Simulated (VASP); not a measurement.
# WBrF4 (F-43m) in VASP: notebook, part 2 of 2

VASP 6.6.1. Earlier steps stand in the parts before.

### Step 3. Single point, PBE, collinear spin

INCAR

```
SYSTEM = WBrF4
ALGO = Normal
EDIFF = 1E-7
ENCUT = 520
GGA = PE
ISIF = 2
ISMEAR = 0
ISPIN = 2
LASPH = .TRUE.
LCHARG = .FALSE.
LMAXMIX = 4
LORBIT = 11
LREAL = .FALSE.
LWAVE = .FALSE.
MAGMOM = 1.16 -0.11 -0.06 -0.06 -0.06 -0.06
NBANDS = 38
NELM = 150
PREC = Accurate
SIGMA = 0.1
```

KPOINTS

```
k-points
0
G
  4 4 4
  0 0 0
```

POSCAR

```
WBrF4
1.0
    0.0000000000      3.2081776552      3.2081776552
    3.2081776552      0.0000000000      3.2081776552
    3.2081776552      3.2081776552      0.0000000000
W Br F
1 1 4
Direct
    0.0000000000      0.0000000000      0.0000000000
    0.2500000000      0.2500000000      0.2500000000
    0.6261706585      0.6261706585      0.6261706585
    0.6261706585      0.1214880244      0.6261706585
    0.1214880244      0.6261706585      0.6261706585
    0.6261706585      0.6261706585      0.1214880244
```

Potentials or basis: VASP PAW PBE potentials, release 64 (W_sv, Br, F).

On the command line:

```console
cat potpaw_PBE.64/W_sv/POTCAR potpaw_PBE.64/Br/POTCAR potpaw_PBE.64/F/POTCAR > POTCAR
mpirun -np 1 vasp_std > vasp.out
```

OUTCAR:

```text
SYSTEM = WBrF4
   EDIFF = 1E-7
   ENCUT = 520
   GGA = PE
   ISIF = 2
   ISMEAR = 0
   ISPIN = 2
   LASPH = .TRUE.
   LORBIT = 11
   LREAL = .FALSE.
   NELM = 150
   PREC = Accurate

 ion  position               nearest neighbor table
   1  0.000  0.000  0.000-   4 2.66   6 2.66   5 2.66   6 2.66   4 2.66   5 2.66   3 2.66   3 2.66
                             3 2.66   6 2.66   5 2.66   4 2.66   2 2.78   2 2.78   2 2.78   2 2.78
   2  0.250  0.250  0.250-   1 2.78   1 2.78   1 2.78   1 2.78
   3  0.626  0.626  0.626-   1 2.66   1 2.66   1 2.66
   4  0.626  0.121  0.626-   1 2.66   1 2.66   1 2.66
   5  0.121  0.626  0.626-   1 2.66   1 2.66   1 2.66
   6  0.626  0.626  0.121-   1 2.66   1 2.66   1 2.66

  LATTYP: Found a face centered cubic cell.
 ALAT       =     6.4163553104

  Lattice vectors:

 A1 = (   0.0000000000,   3.2081776552,   3.2081776552)
 A2 = (   3.2081776552,   0.0000000000,   3.2081776552)
 A3 = (   3.2081776552,   3.2081776552,   0.0000000000)

Analysis of symmetry for initial positions (statically):
=====================================================================
 Subroutine PRICEL returns:
 Original cell was already a primitive cell.

 Routine SETGRP: Setting up the symmetry group for a
 face centered cubic supercell.

 Subroutine GETGRP returns: Found 24 space group operations
 (whereof 24 operations were pure point group operations)
 out of a pool of 48 trial point group operations.

The static configuration has the point symmetry T_d .

Analysis of symmetry for dynamics (positions and initial velocities):
=====================================================================
 Subroutine PRICEL returns:
 Original cell was already a primitive cell.

 Routine SETGRP: Setting up the symmetry group for a
 face centered cubic supercell.

 Subroutine GETGRP returns: Found 24 space group operations
 (whereof 24 operations were pure point group operations)
 out of a pool of 48 trial point group operations.

The dynamic configuration has the point symmetry T_d .

Analysis of structural, dynamic, and magnetic symmetry:
=====================================================================
 Subroutine PRICEL returns:
 Original cell was already a primitive cell.

 Routine SETGRP: Setting up the symmetry group for a
 face centered cubic supercell.

 Subroutine GETGRP returns: Found 24 space group operations
 (whereof 24 operations were pure point group operations)
 out of a pool of 48 trial point group operations.

The overall configuration has the point symmetry T_d .

 Subroutine INISYM returns: Found 24 space group operations
 (whereof 24 operations are pure point group operations),
 and found     1 'primitive' translations

----------------------------------------------------------------------------------------

                                     Primitive cell

  volume of cell :      66.0397

  direct lattice vectors                    reciprocal lattice vectors
     0.000000000  3.208177655  3.208177655    -0.155851718  0.155851718  0.155851718
     3.208177655  0.000000000  3.208177655     0.155851718 -0.155851718  0.155851718
     3.208177655  3.208177655  0.000000000     0.155851718  0.155851718 -0.155851718

  length of vectors
     4.537048350  4.537048350  4.537048350     0.269943094  0.269943094  0.269943094

  position of ions in fractional coordinates (direct lattice)
     0.000000000  0.000000000  0.000000000
     0.250000000  0.250000000  0.250000000
[... 78 lines left out ...]
   PSTRESS=    0.0 pullay stress
   NELECT =      49.0000    total number of electrons
   NUPDOWN=      -1.0000    fix difference up-down
   EMIN   =  10.00;   EMAX   =-10.00  energy-range for DOS
   EFERMI =   0.00;   METHOD = LEGACY
   ISMEAR =     0;   SIGMA  =   0.10  broadening in eV -4-tet -1-fermi 0-gaus
   EFERMI_NEDOS =   21; number of points for ismear=-14 and -15
   IALGO  =     38    algorithm
   IMIX   =      4    mixing-type and parameters
     AMIX     =   0.40;   BMIX     =  1.00
     AMIX_MAG =   1.60;   BMIX_MAG =  1.00
  volume/ion in A,a.u.               =      11.01        74.28
  Fermi-wavevector in a.u.,A,eV,Ry     =   1.482080  2.800726 29.886047  2.196563
  Thomas-Fermi vector in A             =   2.595911
   LORBIT       =     11    0 simple, 1 ext, 2 COOP (PROOUT), +10 PAW based schemes
   GGA     = PE    functional components
   LHFCALC =     F    Hartree Fock is set to
   AEXX    =    0.0000 exact exchange contribution
   IVDW    =     0    specifies the selected vdW correction
   LEPSILON=     F    determine dielectric tensor
   LRPA    =     F    only Hartree local field effects (RPA)
 spin polarized calculation
 Gauss-broadening in eV      SIGMA  =   0.10
  energy-cutoff  :      520.00
  volume of cell :       66.04
 maximum number of plane-waves:      1812
 NGX is ok and might be reduce to    36
   NGX = 17   NGY = 17   NGZ = 17

 number of electron      48.9999996 magnetization       0.9986439

 Free energy of the ion-electron system (eV)
  ---------------------------------------------------
  ext. energy  EPLUGINS =         0.00000000
  ---------------------------------------------------
  free energy    TOTEN  =       -22.71582449 eV

  energy without entropy =      -22.70341206  energy(sigma->0) =      -22.70961828

 E-fermi :   5.2976     XC(G=0): -11.9484

 val. band max:        5.1750466160   @ k =  -0.2500   0.2500   0.0000
 cond. band min:       5.3244870912   @ k =  -0.2500   0.5000   0.2500
 fundamental gap:      0.1494404752
 Fermi energy:         5.2976436659

 spin component 1

 k-point     1 :       0.0000    0.0000    0.0000
  band No.  band energies     occupation
      1     -71.5004      1.00000
      2     -35.5414      1.00000
      3     -35.5414      1.00000
      4     -35.5414      1.00000
      5     -17.8818      1.00000
      6     -15.7276      1.00000
[... 301 lines left out ...]
     35      18.8586      0.00000
     36      19.7620      0.00000
 Fermi energy:         5.2976436659

 spin component 2

 k-point     1 :       0.0000    0.0000    0.0000
  band No.  band energies     occupation
      1     -70.9017      1.00000
      2     -34.7412      1.00000
      3     -34.7412      1.00000
      4     -34.7412      1.00000
      5     -17.9688      1.00000
      6     -15.8321      1.00000
[... 301 lines left out ...]
     35      18.9109      0.00000
     36      19.9586      0.00000
 [bands above 36 left out]

------------------------ aborting loop because EDIFF is reached ----------------------------------------

  FORCE on cell =-STRESS in cart. coord.  units (eV):
  Direction    XX          YY          ZZ          XY          YZ          ZX
  --------------------------------------------------------------------------------------
  -------------------------------------------------------------------------------------
  Total       -0.0652306     -0.0652306     -0.0652306     -0.0000000     -0.0000000      0.0000000
  in kB       -1.5825468     -1.5825468     -1.5825468     -0.0000000     -0.0000000      0.0000000
  external PRESSURE =      -1.5825468 kB  Pullay stress =       0.0000000 kB

 VOLUME and BASIS-vectors are now :
 -----------------------------------------------------------------------------
  energy-cutoff  :      520.00
  volume of cell :       66.04
      direct lattice vectors                 reciprocal lattice vectors
     0.000000000  3.208177655  3.208177655    -0.155851718  0.155851718  0.155851718
     3.208177655  0.000000000  3.208177655     0.155851718 -0.155851718  0.155851718
     3.208177655  3.208177655  0.000000000     0.155851718  0.155851718 -0.155851718

 POSITION                                       TOTAL-FORCE (eV/Angst)
 -----------------------------------------------------------------------------------
      0.00000      0.00000      0.00000         0.000000     -0.000000      0.000000
      1.60409      1.60409      1.60409         0.000000     -0.000000      0.000000
      4.01773      4.01773      4.01773        -0.000083     -0.000083     -0.000083
      2.39862      4.01773      2.39862         0.000083     -0.000083      0.000083
      4.01773      2.39862      2.39862        -0.000083      0.000083      0.000083
      2.39862      2.39862      4.01773         0.000083      0.000083     -0.000083
 -----------------------------------------------------------------------------------
    total drift:                                0.000001      0.000001      0.000001

  FREE ENERGIE OF THE ION-ELECTRON SYSTEM (eV)
  ---------------------------------------------------
  free  energy   TOTEN  =       -22.7158244923 eV

  energy  without entropy=      -22.7034120589  energy(sigma->0) =      -22.70961828

 total charge

# of ion       s       p       d       tot
------------------------------------------
    1        2.205   6.094   2.835  11.134
    2        1.650   2.992   0.078   4.720
    3        1.761   4.256   0.000   6.016
    4        1.761   4.256   0.000   6.016
    5        1.761   4.256   0.000   6.016
    6        1.761   4.256   0.000   6.016
--------------------------------------------------
tot         10.898  26.109   2.913  39.920

 magnetization (x)

# of ion       s       p       d       tot
------------------------------------------
    1        0.020   0.009   1.143   1.172
    2        0.002  -0.115   0.006  -0.106
    3        0.002  -0.057   0.000  -0.055
    4        0.002  -0.057   0.000  -0.055
    5        0.002  -0.057   0.000  -0.055
    6        0.002  -0.057   0.000  -0.055
--------------------------------------------------
tot          0.030  -0.335   1.149   0.844
```

It took 74 s on 1 thread of Intel Xeon Platinum 8259CL at 2.50GHz (Skylake/Cascade Lake), shared host; peak memory 0.25 GiB.

What came out:

```yaml
Free_energy: -22.7158 eV
Pressure: -0.2 GPa
Band_gap_on_the_k_mesh: zero (filled and empty bands overlap)
Net_moment: 1.00 μB per cell
Site_moments: W +1.17; Br -0.11; F -0.06 μB
Valence_electrons_inside_the_program's_atomic_spheres: W 11.13; Br 4.72; F 6.02
```

Caveat: the k points lie up to 0.42 Å⁻¹ apart, too coarse for converged energies and pressures of a metal; spin-orbit coupling is left out, which moves the levels of the heavy elements.

### Step 4. Single point, PBE, collinear spin

This run uses another cell than the first one, of 15.95 Å³/atom.

INCAR

```
SYSTEM = WBrF4
  PREC = Accurate
  ENCUT = 520
  EDIFF = 1E-7
  ISMEAR = 0
  SIGMA = 0.1
  LREAL = .False.
  LASPH = .True.
  NELM = 150
  ALGO = Normal
  ISIF = 2
  LWAVE = .False.
  LCHARG = .False.
  ISPIN = 2
  MAGMOM = 2.48 -0.4 0.31 0.31 0.31 0.31
  LORBIT = 11
  LMAXMIX = 4
  GGA = PE
  NBANDS = 38
```

KPOINTS

```
regular mesh
0
Gamma
  4 4 4
  0 0 0
```

POSCAR

```
WBrF4
1.0
    0.0000000000      3.6302558100      3.6302558100
    3.6302558100      0.0000000000      3.6302558100
    3.6302558100      3.6302558100      0.0000000000
W Br F
1 1 4
Direct
    0.0000000000      0.0000000000      0.0000000000
    0.2500000000      0.2500000000      0.2500000000
    0.6250080000      0.6250080000      0.6250080000
    0.6250080000      0.1249760000      0.6250080000
    0.1249760000      0.6250080000      0.6250080000
    0.6250080000      0.6250080000      0.1249760000
```

On the command line:

```console
cat potpaw_PBE.64/W_sv/POTCAR potpaw_PBE.64/Br/POTCAR potpaw_PBE.64/F/POTCAR > POTCAR
mpirun -np 1 vasp_std > vasp.out
```

Run time: 2.8 min. Hardware: 1 thread of Intel Xeon Platinum 8259CL at 2.50GHz (Skylake/Cascade Lake), shared host; peak memory 0.31 GiB.

Results (log left out):

```
Free energy                                           : -20.1608 eV
Pressure                                              : -18.0 GPa
Net moment                                            : 2.19 μB per cell
Site moments                                          : W +2.16; Br -0.34; F +0.00 μB
Valence electrons inside the program's atomic spheres : W 11.06; Br 4.61; F 5.92
```

Levels at points of the mesh, in eV from the Fermi level:
Spin up:
| k point | band 22 | band 23 | band 24 | band 25 | band 26 | band 27 | band 28 | band 29 |
| --- | --- | --- | --- | --- | --- | --- | --- | --- |
| (0.00, 0.00, 0.00) | -0.11 | -0.11 | -0.11 | 0.11 | 0.11 | 0.45 | 0.45 | 0.45 |
| (0.50, 0.00, 0.00) | -0.65 | -0.53 | -0.38 | -0.38 | -0.02 | -0.02 | 0.63 | 0.63 |
| (0.50, 0.50, 0.00) | -1.13 | -0.39 | -0.28 | -0.28 | -0.22 | 0.12 | 0.56 | 0.56 |
Spin down:
```
           k point  band 20  band 21  band 22  band 23  band 24  band 25  band 26  band 27  band 28  band 29
(0.00, 0.00, 0.00)    -0.79    -0.79     0.10     0.10     0.10     1.76     1.76     1.76     1.78     1.78
(0.50, 0.00, 0.00)    -0.91    -0.91    -0.78    -0.01    -0.01     1.07     1.54     1.54     1.78     1.78
(0.50, 0.50, 0.00)    -1.08    -1.08    -0.96    -0.08    -0.08     1.20     1.35     1.58     1.58     1.72
```

Caveat: the k points lie up to 0.37 Å⁻¹ apart; spin-orbit coupling is left out, which moves the levels of the heavy elements.

### Step 5. Summary

```tsv
cell	k mesh	gap on the mesh (eV)	pressure (GPa)	moment (μB)
a = 4.536 Å, angles 60.0°, 6 atoms, atomic positions A	10 × 10 × 10	none	-0.1	0.99
a = 4.537 Å, angles 60.0°, 6 atoms, atomic positions A	4 × 4 × 4	none	-0.2	1.00
a = 5.134 Å, angles 60.0°, 6 atoms, atomic positions B	4 × 4 × 4	none	-18.0	2.19
```

Alike in all rows: task single point; level PBE; potentials or basis VASP PAW PBE potentials, release 64 (W_sv, Br, F); spin collinear; cutoff (eV) 520; smearing gaussian 0.1 eV.

Caveats: some runs use coarse meshes; spin-orbit coupling is left out, which moves the levels of the heavy elements.

Absolute energies hang on the potentials; compare differences alone.

The gap in the log of VASP goes by the Fermi energy; the results here count the filled bands.